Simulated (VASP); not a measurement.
# RbBr (I4/mmm) in VASP: single point with PBEsol

Aim: the single point of RbBr with PBEsol.

Program: VASP 6.6.1. These are calculated values, not measurements. Logs are shortened: lines on timing, memory, paths and dates and some standing lists are left out, and cuts for length are marked.

## Step 1: The cell of the first run

Symmetry: I4/mmm, No. 139, tetragonal system. Conventional cell: a = 4.769 Å, b = 4.769 Å, c = 7.082 Å, α = 90.00°, β = 90.00°, γ = 90.00°. Rb (site symmetry 4/mmm) has 6 Br at 3.37 to 3.54 Å within 4.4 Å. Within 4.4 Å of Br (site symmetry 4/mmm) lie 6 Rb at 3.37 to 3.54 Å.

## Step 2: Single point, PBEsol

The input, INCAR:

```
SYSTEM = RbBr
PREC = Accurate
ENCUT = 520
EDIFF = 1E-6
ISMEAR = 0
SIGMA = 0.05
LREAL = .FALSE.
LASPH = .TRUE.
NELM = 80
ALGO = Normal
ISIF = 2
LWAVE = .FALSE.
LCHARG = .FALSE.
GGA = PS
NBANDS = 15
```

The input, KPOINTS:

```
Automatic mesh
0
G
  6 6 6
  0 0 0
```

The input, POSCAR:

```
RbBr
1.0
    0.0000000000      3.3722080732      3.5408184768
    3.3722080732      0.0000000000      3.5408184768
    3.3722080732      3.3722080732      0.0000000000
Rb Br
1 1
Direct
    0.0000000000      0.0000000000      0.0000000000
    0.5000000000      0.5000000000      0.5000000000
```

Potentials or basis: VASP PAW PBE potentials, release 64 (Rb_sv, Br).

Command:

```console
$ cat potpaw_PBE.64/Rb_sv/POTCAR potpaw_PBE.64/Br/POTCAR > POTCAR
$ mpirun -np 1 vasp_std > vasp.out
```

OUTCAR:

```text
SYSTEM = RbBr
   PREC = Accurate
   ENCUT = 520
   EDIFF = 1E-6
   ISMEAR = 0
   LREAL = .FALSE.
   LASPH = .TRUE.
   NELM = 80
   ISIF = 2
   GGA = PS

 ion  position               nearest neighbor table
   1  0.000  0.000  0.000-   2 3.37   2 3.37   2 3.37   2 3.37   2 3.54   2 3.54
   2  0.500  0.500  0.500-   1 3.37   1 3.37   1 3.37   1 3.37   1 3.54   1 3.54

  LATTYP: Found a body centered tetragonal cell.
 ALAT       =     4.7690223923
 C/A-ratio  =     1.4849242405

  Lattice vectors:

 A1 = (  -3.3722080732,   0.0000000000,   3.5408184768)
 A2 = (   3.3722080732,   0.0000000000,   3.5408184768)
 A3 = (   0.0000000000,   3.3722080732,  -3.5408184768)

Analysis of symmetry for initial positions (statically):
=====================================================================
 Subroutine PRICEL returns:
 Original cell was already a primitive cell.

 Routine SETGRP: Setting up the symmetry group for a
 body centered tetragonal supercell.

 Subroutine GETGRP returns: Found 16 space group operations
 (whereof 16 operations were pure point group operations)
 out of a pool of 16 trial point group operations.

The static configuration has the point symmetry D_4h.

Analysis of symmetry for dynamics (positions and initial velocities):
=====================================================================
 Subroutine PRICEL returns:
 Original cell was already a primitive cell.

 Routine SETGRP: Setting up the symmetry group for a
 body centered tetragonal supercell.

 Subroutine GETGRP returns: Found 16 space group operations
 (whereof 16 operations were pure point group operations)
 out of a pool of 16 trial point group operations.

The dynamic configuration has the point symmetry D_4h.

 Subroutine INISYM returns: Found 16 space group operations
 (whereof 16 operations are pure point group operations),
 and found     1 'primitive' translations

----------------------------------------------------------------------------------------

                                     Primitive cell

  volume of cell :      80.5309

  direct lattice vectors                    reciprocal lattice vectors
     0.000000000  3.372208073  3.540818477    -0.148270803  0.148270803  0.141210289
     3.372208073  0.000000000  3.540818477     0.148270803 -0.148270803  0.141210289
     3.372208073  3.372208073  0.000000000     0.148270803  0.148270803 -0.141210289

  length of vectors
     4.889701706  4.889701706  4.769022392     0.252801914  0.252801914  0.252801914

  position of ions in fractional coordinates (direct lattice)
     0.000000000  0.000000000  0.000000000
     0.500000000  0.500000000  0.500000000

  ion indices of the primitive-cell ions
   primitive index   ion index
                 1           1
                 2           2

----------------------------------------------------------------------------------------

 KPOINTS: Automatic mesh

Automatic generation of k-mesh.
 Grid dimensions read from file:
 generate k-points for:    6    6    6

 Generating k-lattice:

  Cartesian coordinates                     Fractional coordinates (reciprocal lattice)
    -0.024711801  0.024711801  0.023535048     0.166666667  0.000000000  0.000000000
     0.024711801 -0.024711801  0.023535048     0.000000000  0.166666667  0.000000000
     0.024711801  0.024711801 -0.023535048    -0.000000000 -0.000000000  0.166666667

  Length of vectors
     0.042133652  0.042133652  0.042133652

  Shift w.r.t. Gamma in fractional coordinates (k-lattice)
     0.000000000  0.000000000  0.000000000

 Subroutine IBZKPT returns following result:
 ===========================================

 Found     30 irreducible k-points:

 Following reciprocal coordinates:
            Coordinates               Weight
  0.000000  0.000000  0.000000      1.000000
  0.166667  0.000000  0.000000      8.000000
  0.333333  0.000000  0.000000      8.000000
  0.500000  0.000000  0.000000      4.000000
  0.166667  0.166667  0.000000      2.000000
  0.333333  0.166667  0.000000      8.000000
[... 16 lines left out ...]
  0.333333  0.000000  0.333333      4.000000
  0.500000  0.000000  0.333333     16.000000
 [... further k-points ...]
   k-points           NKPTS =     30   k-points in BZ     NKDIM =     30   number of bands    NBANDS=     15
   number of dos      NEDOS =    301   number of ions     NIONS =      2
   total plane-waves  NPLWV =  46656
   dimension x,y,z NGX =    36 NGY =   36 NGZ =   36
   dimension x,y,z NGXF=    72 NGYF=   72 NGZF=   72
   ions per type =               1   1
   NGX,Y,Z   is equivalent  to a cutoff of  12.24, 12.24, 12.55 a.u.
   NGXF,Y,Z  is equivalent  to a cutoff of  24.48, 24.48, 25.10 a.u.
 SYSTEM =  RbBr
   PREC   = accura    normal or accurate (medium, high low for compatibility)
   ISTART =      0    job   : 0-new  1-cont  2-samecut
   ICHARG =      2    charge: 1-file 2-atom 10-const
   ISPIN  =      1    spin polarized calculation?
   LNONCOLLINEAR =      F non collinear calculations
   LSORBIT =      F    spin-orbit coupling
   LASPH  =      T    aspherical Exc in radial PAW
   ENCUT  =  520.0 eV  38.22 Ry    6.18 a.u.   9.09  9.09  8.87*2*pi/ulx,y,z
   NELM   =     80;   NELMIN=  2; NELMDL= -5     # of ELM steps
   EDIFF  = 0.1E-05   stopping-criterion for ELM
   LREAL  =      F    real-space projection
   EDIFFG = 0.1E-04   stopping-criterion for IOM
   NSW    =      0    number of steps for IOM
   IBRION =     -1    ionic relax: 0-MD 1-quasi-New 2-CG
   NFREE  =      0    steps in history (QN), initial steepest desc. (CG)
   ISIF   =      2    stress and relaxation
   ISYM   =      2    0-nonsym 1-usesym 2-fastsym
   POTIM  = 0.5000    time-step for ionic-motion
   TEBEG  =    0.0;   TEEND  =   0.0 temperature during run
   PSTRESS=    0.0 pullay stress
   NELECT =      16.0000    total number of electrons
   NUPDOWN=      -1.0000    fix difference up-down
   EMIN   =  10.00;   EMAX   =-10.00  energy-range for DOS
   EFERMI =   0.00;   METHOD = LEGACY
   ISMEAR =     0;   SIGMA  =   0.05  broadening in eV -4-tet -1-fermi 0-gaus
   EFERMI_NEDOS =   21; number of points for ismear=-14 and -15
   IALGO  =     38    algorithm
   IMIX   =      4    mixing-type and parameters
     AMIX     =   0.40;   BMIX     =  1.00
     AMIX_MAG =   1.60;   BMIX_MAG =  1.00
  volume/ion in A,a.u.               =      40.27       271.72
  Fermi-wavevector in a.u.,A,eV,Ry     =   0.955273  1.805204 12.415941  0.912546
  Thomas-Fermi vector in A             =   2.084095
   LORBIT       =      0    0 simple, 1 ext, 2 COOP (PROOUT), +10 PAW based schemes
   GGA     = PS    functional components
   LHFCALC =     F    Hartree Fock is set to
   AEXX    =    0.0000 exact exchange contribution
   IVDW    =     0    specifies the selected vdW correction
   LEPSILON=     F    determine dielectric tensor
   LRPA    =     F    only Hartree local field effects (RPA)
 non-spin polarized calculation
 Gauss-broadening in eV      SIGMA  =   0.05
  energy-cutoff  :      520.00
  volume of cell :       80.53
 maximum number of plane-waves:      2185
   NGX = 19   NGY = 19   NGZ = 17

 number of electron      16.0000001 magnetization

 Free energy of the ion-electron system (eV)
  ---------------------------------------------------
  ext. energy  EPLUGINS =         0.00000000
  ---------------------------------------------------
  free energy    TOTEN  =        -6.34461346 eV

  energy without entropy =       -6.34461346  energy(sigma->0) =       -6.34461346

 E-fermi :  -1.5107     XC(G=0):  -7.3995

 val. band max:       -1.8271800863   @ k =   0.0000   0.0000   0.0000
 cond. band min:       2.3601801244   @ k =   0.0000   0.0000   0.0000
 fundamental gap:      4.1873602106
 Fermi energy:        -1.5107049273

 k-point     1 :       0.0000    0.0000    0.0000
  band No.  band energies     occupation
      1     -26.1978      2.00000
      2     -14.0419      2.00000
      3     -10.2902      2.00000
      4     -10.2902      2.00000
      5     -10.2834      2.00000
      6      -1.8787      2.00000
      7      -1.8272      2.00000
      8      -1.8272      2.00000
      9       2.3602      0.00000
     10       5.1566      0.00000
     11       5.4622      0.00000
     12       5.4622      0.00000
     13       6.1378      0.00000
     14       6.3683      0.00000
     15       8.9702      0.00000

 k-point     2 :       0.1667    0.0000    0.0000
  band No.  band energies     occupation
      1     -26.1953      2.00000
      2     -14.0536      2.00000
      3     -10.2899      2.00000
      4     -10.2892      2.00000
      5     -10.2746      2.00000
      6      -2.1607      2.00000
      7      -1.9554      2.00000
      8      -1.9319      2.00000
      9       3.0054      0.00000
     10       5.1929      0.00000
     11       5.6177      0.00000
     12       5.7818      0.00000
     13       6.5388      0.00000
     14       6.7962      0.00000
     15       9.9883      0.00000

 k-point     3 :       0.3333    0.0000    0.0000
  band No.  band energies     occupation
      1     -26.1904      2.00000
      2     -14.0765      2.00000
      3     -10.3013      2.00000
      4     -10.2873      2.00000
      5     -10.2449      2.00000
      6      -2.6585      2.00000
      7      -2.1288      2.00000
      8      -2.1271      2.00000
      9       4.2524      0.00000
     10       5.3528      0.00000
     11       6.5423      0.00000
     12       6.6771      0.00000
     13       7.5347      0.00000
     14       7.8621      0.00000
     15       9.6030      0.00000

 k-point     4 :       0.5000    0.0000    0.0000
  band No.  band energies     occupation
      1     -26.1879      2.00000
      2     -14.0879      2.00000
      3     -10.3071      2.00000
      4     -10.2863      2.00000
      5     -10.2300      2.00000
      6      -2.8675      2.00000
      7      -2.2186      2.00000
      8      -2.2096      2.00000
      9       4.8188      0.00000
     10       5.7534      0.00000
     11       7.5683      0.00000
     12       7.6242      0.00000
     13       8.0611      0.00000
     14       8.4063      0.00000
     15       8.8219      0.00000
[... 307 lines left out ...]
 k-point    22 :      -0.3333    0.5000    0.1667
  band No.  band energies     occupation
      1     -26.1861      2.00000
      2     -14.0164      2.00000
      3     -10.4355      2.00000
      4     -10.3859      2.00000
      5     -10.2751      2.00000
      6      -2.3295      2.00000
      7      -2.2824      2.00000
      8      -2.0815      2.00000
      9       4.4190      0.00000
     10       5.9116      0.00000
     11       6.0254      0.00000
     12       6.9537      0.00000
     13       8.0955      0.00000
     14       8.9627      0.00000
     15       9.3539      0.00000

 k-point    23 :       0.3333    0.0000    0.3333
  band No.  band energies     occupation
      1     -26.1876      2.00000
      2     -14.0275      2.00000
      3     -10.3608      2.00000
      4     -10.3480      2.00000
      5     -10.3329      2.00000
      6      -2.4885      2.00000
      7      -2.0172      2.00000
      8      -1.9805      2.00000
      9       3.9481      0.00000
     10       4.3504      0.00000
     11       6.9956      0.00000
     12       7.7873      0.00000
     13       7.8640      0.00000
     14       7.9305      0.00000
     15       8.9664      0.00000

 k-point    24 :       0.5000    0.0000    0.3333
  band No.  band energies     occupation
      1     -26.1853      2.00000
      2     -14.0122      2.00000
      3     -10.4292      2.00000
      4     -10.3545      2.00000
      5     -10.3370      2.00000
      6      -2.3781      2.00000
      7      -2.1522      2.00000
      8      -2.0715      2.00000
      9       4.0548      0.00000
     10       5.3010      0.00000
     11       6.9321      0.00000
     12       7.5768      0.00000
     13       7.6185      0.00000
     14       8.4907      0.00000
     15       9.1160      0.00000

 [... further k-points ...]

------------------------ aborting loop because EDIFF is reached ----------------------------------------

  FORCE on cell =-STRESS in cart. coord.  units (eV):
  Direction    XX          YY          ZZ          XY          YZ          ZX
  --------------------------------------------------------------------------------------
  -------------------------------------------------------------------------------------
  Total        0.2519150      0.2519150     -0.3912089      0.0000000      0.0000000      0.0000000
  in kB        5.0118976      5.0118976     -7.7831768      0.0000000      0.0000000      0.0000000
  external PRESSURE =       0.7468728 kB  Pullay stress =       0.0000000 kB

 VOLUME and BASIS-vectors are now :
 -----------------------------------------------------------------------------
  energy-cutoff  :      520.00
  volume of cell :       80.53
      direct lattice vectors                 reciprocal lattice vectors
     0.000000000  3.372208073  3.540818477    -0.148270803  0.148270803  0.141210289
     3.372208073  0.000000000  3.540818477     0.148270803 -0.148270803  0.141210289
     3.372208073  3.372208073  0.000000000     0.148270803  0.148270803 -0.141210289

 POSITION                                       TOTAL-FORCE (eV/Angst)
 -----------------------------------------------------------------------------------
      0.00000      0.00000      0.00000         0.000000     -0.000000      0.000000
      3.37221      3.37221      3.54082        -0.000000      0.000000      0.000000
 -----------------------------------------------------------------------------------
    total drift:                                0.000000      0.000000      0.000000

  FREE ENERGIE OF THE ION-ELECTRON SYSTEM (eV)
  ---------------------------------------------------
  free  energy   TOTEN  =        -6.3446134631 eV

  energy  without entropy=       -6.3446134631  energy(sigma->0) =       -6.34461346
```

Wall time 46 s (1 thread of Intel Xeon 8259CL, shared host); peak memory 0.22 GiB.

What came out:

* Free energy: -6.3446 eV
* Pressure: 0.1 GPa
* Band gap on the k mesh: 4.19 eV

Stress tensor (GPa, compression positive):
```
 0.50  0.00  0.00
 0.00  0.50  0.00
 0.00  0.00 -0.78
```

Caveat: the PAW data sets were made with another functional, which shifts forces and pressure a little.
